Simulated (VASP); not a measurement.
# TePb (Fm-3m) in VASP: notebook, part 3 of 3

VASP 6.6.1. The steps go on from the part before.

## (5) Single point, PBE

This run uses another cell than the first one, of 34.40 Å³/atom, 1.041 times its volume.

Contents of INCAR:

```
SYSTEM = TePb
  ALGO = Normal
  EDIFF = 1E-6
  ENCUT = 520
  GGA = PE
  ISIF = 2
  ISMEAR = -1
  LASPH = .TRUE.
  LCHARG = .TRUE.
  LELF = .TRUE.
  LREAL = .FALSE.
  LVHAR = .TRUE.
  LWAVE = .FALSE.
  NBANDS = 17
  NELM = 80
  PREC = Accurate
  SIGMA = 0.05
```

Contents of KPOINTS:

```
k-points
0
G
  7 7 7
  0 0 0
```

Contents of POSCAR:

```
TePb
1.0
    0.0000000000      3.2523979746      3.2523979746
    3.2523979746      0.0000000000      3.2523979746
    3.2523979746      3.2523979746      0.0000000000
Pb Te
1 1
Direct
    0.0000000000      0.0000000000      0.0000000000
    0.5000000000      0.5000000000      0.5000000000
```

Potentials or basis: VASP PAW PBE potentials, release 64 (Pb_d, Te).

Command:

```console
$ cat potpaw_PBE.64/Pb_d/POTCAR potpaw_PBE.64/Te/POTCAR > POTCAR
$ mpirun -np 1 vasp_std > vasp.out
```

OUTCAR:

```text
SYSTEM = TePb
   EDIFF = 1E-6
   ENCUT = 520
   GGA = PE
   ISIF = 2
   ISMEAR = -1
   LASPH = .TRUE.
   LREAL = .FALSE.
   NELM = 80
   PREC = Accurate

 ion  position               nearest neighbor table
   1  0.000  0.000  0.000-   2 3.25   2 3.25   2 3.25   2 3.25   2 3.25   2 3.25
   2  0.500  0.500  0.500-   1 3.25   1 3.25   1 3.25   1 3.25   1 3.25   1 3.25

  LATTYP: Found a face centered cubic cell.
 ALAT       =     6.5047959492

  Lattice vectors:

 A1 = (   0.0000000000,   3.2523979746,   3.2523979746)
 A2 = (   3.2523979746,   0.0000000000,   3.2523979746)
 A3 = (   3.2523979746,   3.2523979746,   0.0000000000)

Analysis of symmetry for initial positions (statically):
=====================================================================
 Subroutine PRICEL returns:
 Original cell was already a primitive cell.

 Routine SETGRP: Setting up the symmetry group for a
 face centered cubic supercell.

 Subroutine GETGRP returns: Found 48 space group operations
[... 9 lines left out ...]

 Routine SETGRP: Setting up the symmetry group for a
 face centered cubic supercell.

 Subroutine GETGRP returns: Found 48 space group operations
[... 11 lines left out ...]
                                     Primitive cell

  volume of cell :      68.8083

  direct lattice vectors                    reciprocal lattice vectors
     0.000000000  3.252397975  3.252397975    -0.153732724  0.153732724  0.153732724
     3.252397975  0.000000000  3.252397975     0.153732724 -0.153732724  0.153732724
     3.252397975  3.252397975  0.000000000     0.153732724  0.153732724 -0.153732724

  length of vectors
     4.599585326  4.599585326  4.599585326     0.266272889  0.266272889  0.266272889

  position of ions in fractional coordinates (direct lattice)
     0.000000000  0.000000000  0.000000000
     0.500000000  0.500000000  0.500000000

  ion indices of the primitive-cell ions
   primitive index   ion index
                 1           1
                 2           2

----------------------------------------------------------------------------------------

 KPOINTS: k-points

Automatic generation of k-mesh.
 Grid dimensions read from file:
 generate k-points for:    7    7    7

 Generating k-lattice:

  Cartesian coordinates                     Fractional coordinates (reciprocal lattice)
    -0.021961818  0.021961818  0.021961818     0.142857143  0.000000000  0.000000000
     0.021961818 -0.021961818  0.021961818     0.000000000  0.142857143  0.000000000
     0.021961818  0.021961818 -0.021961818     0.000000000  0.000000000  0.142857143

  Length of vectors
     0.038038984  0.038038984  0.038038984

  Shift w.r.t. Gamma in fractional coordinates (k-lattice)
     0.000000000  0.000000000  0.000000000

 Subroutine IBZKPT returns following result:
 ===========================================

 Found     20 irreducible k-points:

 Following reciprocal coordinates:
            Coordinates               Weight
  0.000000  0.000000  0.000000      1.000000
  0.142857  0.000000  0.000000      8.000000
  0.285714  0.000000  0.000000      8.000000
  0.428571  0.000000  0.000000      8.000000
  0.142857  0.142857  0.000000      6.000000
  0.285714  0.142857  0.000000     24.000000
[... 12 lines left out ...]
 -0.428571  0.428571  0.142857     24.000000
 -0.285714  0.428571  0.142857     24.000000
   k-points           NKPTS =     20   k-points in BZ     NKDIM =     20   number of bands    NBANDS=     17
   number of dos      NEDOS =    301   number of ions     NIONS =      2
   total plane-waves  NPLWV =  46656
   dimension x,y,z NGX =    36 NGY =   36 NGZ =   36
   dimension x,y,z NGXF=    72 NGYF=   72 NGZF=   72
   ions per type =               1   1
   NGX,Y,Z   is equivalent  to a cutoff of  13.01, 13.01, 13.01 a.u.
   NGXF,Y,Z  is equivalent  to a cutoff of  26.02, 26.02, 26.02 a.u.
 SYSTEM =  TePb
   PREC   = accura    normal or accurate (medium, high low for compatibility)
   ISTART =      0    job   : 0-new  1-cont  2-samecut
   ICHARG =      2    charge: 1-file 2-atom 10-const
   ISPIN  =      1    spin polarized calculation?
   LNONCOLLINEAR =      F non collinear calculations
   LSORBIT =      F    spin-orbit coupling
   LASPH  =      T    aspherical Exc in radial PAW
   ENCUT  =  520.0 eV  38.22 Ry    6.18 a.u.   8.55  8.55  8.55*2*pi/ulx,y,z
   NELM   =     80;   NELMIN=  2; NELMDL= -5     # of ELM steps
   EDIFF  = 0.1E-05   stopping-criterion for ELM
   LREAL  =      F    real-space projection
   EDIFFG = 0.1E-04   stopping-criterion for IOM
   NSW    =      0    number of steps for IOM
   IBRION =     -1    ionic relax: 0-MD 1-quasi-New 2-CG
   NFREE  =      0    steps in history (QN), initial steepest desc. (CG)
   ISIF   =      2    stress and relaxation
   ISYM   =      2    0-nonsym 1-usesym 2-fastsym
   POTIM  = 0.5000    time-step for ionic-motion
   TEBEG  =    0.0;   TEEND  =   0.0 temperature during run
   PSTRESS=    0.0 pullay stress
   NELECT =      20.0000    total number of electrons
   NUPDOWN=      -1.0000    fix difference up-down
   EMIN   =  10.00;   EMAX   =-10.00  energy-range for DOS
   EFERMI =   0.00;   METHOD = LEGACY
   ISMEAR =    -1;   SIGMA  =   0.05  broadening in eV -4-tet -1-fermi 0-gaus
   EFERMI_NEDOS =   21; number of points for ismear=-14 and -15
   IALGO  =     38    algorithm
   IMIX   =      4    mixing-type and parameters
     AMIX     =   0.40;   BMIX     =  1.00
     AMIX_MAG =   1.60;   BMIX_MAG =  1.00
  volume/ion in A,a.u.               =      34.40       232.17
  Fermi-wavevector in a.u.,A,eV,Ry     =   1.084437  2.049290 16.000512  1.176004
  Thomas-Fermi vector in A             =   2.220527
   LORBIT       =      0    0 simple, 1 ext, 2 COOP (PROOUT), +10 PAW based schemes
   GGA     = PE    functional components
[... 5 lines left out ...]
 non-spin polarized calculation
  energy-cutoff  :      520.00
  volume of cell :       68.81
 maximum number of plane-waves:      1868
 NGX is ok and might be reduce to    36
   NGX = 17   NGY = 17   NGZ = 17

 number of electron      20.0000003 magnetization

 Free energy of the ion-electron system (eV)
  ---------------------------------------------------
  ext. energy  EPLUGINS =         0.00000000
  ---------------------------------------------------
  free energy    TOTEN  =        -7.51649667 eV

  energy without entropy =       -7.51649469  energy(sigma->0) =       -7.51649568

 E-fermi :   5.7966     XC(G=0):  -9.2118

 val. band max:        5.2684626966   @ k =   0.4286   0.0000   0.0000
 cond. band min:       6.3081543525   @ k =   0.4286   0.0000   0.0000
 fundamental gap:      1.0396916559
 Fermi energy:         5.7966402995

 k-point     1 :       0.0000    0.0000    0.0000
  band No.  band energies     occupation
      1     -11.3176      2.00000
      2     -11.3176      2.00000
      3     -11.3099      2.00000
      4     -11.3099      2.00000
      5     -11.3099      2.00000
      6      -6.4863      2.00000
[... 9 lines left out ...]
     16      11.2123      0.00000
     17      12.8072      0.00000

 k-point     2 :       0.1429    0.0000    0.0000
  band No.  band energies     occupation
      1     -11.3198      2.00000
      2     -11.3198      2.00000
      3     -11.3094      2.00000
      4     -11.3073      2.00000
      5     -11.3073      2.00000
      6      -6.3168      2.00000
[... 9 lines left out ...]
     16      11.5844      0.00000
     17      14.0137      0.00000

 k-point     3 :       0.2857    0.0000    0.0000
  band No.  band energies     occupation
      1     -11.3256      2.00000
      2     -11.3256      2.00000
      3     -11.3084      2.00000
      4     -11.3004      2.00000
      5     -11.3004      2.00000
      6      -5.8391      2.00000
[... 312 lines left out ...]
 k-point    19 :      -0.4286    0.4286    0.1429
  band No.  band energies     occupation
      1     -11.3611      2.00000
      2     -11.3143      2.00000
      3     -11.3127      2.00000
      4     -11.2929      2.00000
      5     -11.2873      2.00000
      6      -4.8814      2.00000
[... 9 lines left out ...]
     16      15.4973      0.00000
     17      16.3085      0.00000

 k-point    20 :      -0.2857    0.4286    0.1429
  band No.  band energies     occupation
      1     -11.3554      2.00000
      2     -11.3192      2.00000
      3     -11.3057      2.00000
      4     -11.2992      2.00000
      5     -11.2874      2.00000
      6      -4.7579      2.00000
[... 9 lines left out ...]
     16      15.6721      0.00000
     17      16.0931      0.00000

------------------------ aborting loop because EDIFF is reached ----------------------------------------

  FORCE on cell =-STRESS in cart. coord.  units (eV):
  Direction    XX          YY          ZZ          XY          YZ          ZX
  --------------------------------------------------------------------------------------
  -------------------------------------------------------------------------------------
  Total        0.4907041      0.4907041      0.4907041      0.0000000      0.0000000      0.0000000
  in kB       11.4258692     11.4258692     11.4258692      0.0000000      0.0000000      0.0000000
  external PRESSURE =      11.4258692 kB  Pullay stress =       0.0000000 kB

 VOLUME and BASIS-vectors are now :
 -----------------------------------------------------------------------------
  energy-cutoff  :      520.00
  volume of cell :       68.81
      direct lattice vectors                 reciprocal lattice vectors
     0.000000000  3.252397975  3.252397975    -0.153732724  0.153732724  0.153732724
     3.252397975  0.000000000  3.252397975     0.153732724 -0.153732724  0.153732724
     3.252397975  3.252397975  0.000000000     0.153732724  0.153732724 -0.153732724

 POSITION                                       TOTAL-FORCE (eV/Angst)
 -----------------------------------------------------------------------------------
      0.00000      0.00000      0.00000        -0.000000      0.000000     -0.000000
      3.25240      3.25240      3.25240         0.000000      0.000000      0.000000
 -----------------------------------------------------------------------------------
    total drift:                               -0.000000      0.000000      0.000000

  FREE ENERGIE OF THE ION-ELECTRON SYSTEM (eV)
  ---------------------------------------------------
  free  energy   TOTEN  =        -7.5164966689 eV

  energy  without entropy=       -7.5164946853  energy(sigma->0) =       -7.51649568
```

Run time: 19 s. Hardware: 1 thread of Intel Xeon Platinum 8259CL at 2.50GHz (Skylake/Cascade Lake), shared host; peak memory 0.21 GiB.

Results:

```
Free energy : -7.5165 eV
Pressure    : 1.1 GPa
```

Caveat: this odd mesh misses L, where the gap lies, so gap, dielectric constants and Born charges aren't listed; spin-orbit coupling is left out, which moves the levels of the heavy elements.

## (6) The runs side by side

```csv
cell,pressure (GPa)
"a = 4.539 Å, angles 60.0°, 2 atoms",3.1
"a = 4.569 Å, angles 60.0°, 2 atoms",2.1
"a = 4.600 Å, angles 60.0°, 2 atoms",1.1
```

Alike in all rows: task single point; level PBE; potentials or basis VASP PAW PBE potentials, release 64 (Pb_d, Te); no spin polarisation; k mesh 7 × 7 × 7; cutoff (eV) 520; smearing fermi-dirac 0.05 eV.

Caveats: spin-orbit coupling is left out, which moves the levels of the heavy elements.

Total energies depend on the potentials used, so only differences within one code and one set of settings carry meaning.
